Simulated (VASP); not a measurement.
Runs of VASP 6.6.1 on W. The structure is that of space group Im-3m (No. 229), or close to it. The cells are those of the table. 

| task | cell | cutoff (eV) | gap on the mesh (eV) | pressure (GPa) |
| --- | --- | --- | --- | --- |
| relaxation of cell and atoms | relaxed to 15 GPa from a = 2.705 Å, angles 109.5°, 1 atom | 600 | none | 15.0 |
| relaxation of cell and atoms | relaxed to 30 GPa from a = 2.671 Å, angles 109.5°, 1 atom | 600 | none | 30.0 |
| relaxation of cell and atoms | relaxed to 3 GPa from a = 2.718 Å, angles 109.5°, 1 atom | 600 | none | 3.0 |
| single point | a = 2.735 Å, angles 109.5°, 1 atom | 520 | none | 4.3 |
| single point | a = 2.673 Å, angles 109.5°, 1 atom | 520 | none | (a) |

Alike in all rows: level r2SCAN; potentials or basis VASP PAW PBE potentials, release 64 (W_sv); no spin polarisation; k mesh 18 × 18 × 18; smearing gaussian 0.1 eV.

Fill in the values left out.

(a) 31.7.

Caveats: the PAW data sets were made with another functional, which shifts forces and pressure a little; spin-orbit coupling is left out, which moves the levels of the heavy elements; the cell is relaxed towards a set pressure, so the enthalpy falls and the energy may rise (some runs).

A k mesh can miss the band edges, and the runs leave out spin-orbit coupling on W.

A gap of «none» marks levels without a gap at the run's occupations.
